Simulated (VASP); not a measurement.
Wanted: the native input for a VASP 6.6.1 run.

- Task: electric field gradients
- Functional: PBE
- Potentials or basis: VASP PAW PBE potentials, release 64 (Al, As)
- Cutoff: 400 eV
- k mesh: 10 × 10 × 10
- Occupations: fermi-dirac, width 0.05 eV
- Spin: no spin polarisation
- Dipole correction: no
- Further INCAR settings: ALGO = Normal; EDIFF = 1e-08; NBANDS = 11

The structure of AlAs lies in POSCAR:

```
AlAs
1.0
    0.0000000000      2.8491449171      2.8491449171
    2.8491449171      0.0000000000      2.8491449171
    2.8491449171      2.8491449171      0.0000000000
Al As
1 1
Direct
    0.0000000000      0.0000000000      0.0000000000
    0.7500000000      0.7500000000      0.7500000000
```

One way to write it, as run:

INCAR

```
ALGO = Normal ; EDIFF = 1E-8
ENCUT = 400 ; GGA = PE
GGA_COMPAT = F ; ISIF = 2
ISMEAR = -1 ; LASPH = T
LCHARG = F ; LEFG = T
LREAL = F ; LWAVE = F
NBANDS = 11 ; NELM = 120
PREC = Accurate ; SIGMA = 0.05
```

KPOINTS

```
k-points
0
Gamma
  10 10 10
```

Potentials or basis: VASP PAW PBE potentials, release 64 (Al, As).

Command:

```bash
$ cat potpaw_PBE.64/Al/POTCAR potpaw_PBE.64/As/POTCAR > POTCAR
$ mpirun -np 1 vasp_std > vasp.out
```

It gave:

```
Pressure                                : 1.3 GPa
Band gap on the k mesh                  : 1.47 eV (least direct gap 1.90 eV)
Largest electric field gradient by atom : zero within the noise of the run
```

It took 10 s on 1 thread of Intel(R) Xeon(R) 6975P-C (Granite Rapids), with other jobs on the host, peak memory 0.16 GiB.
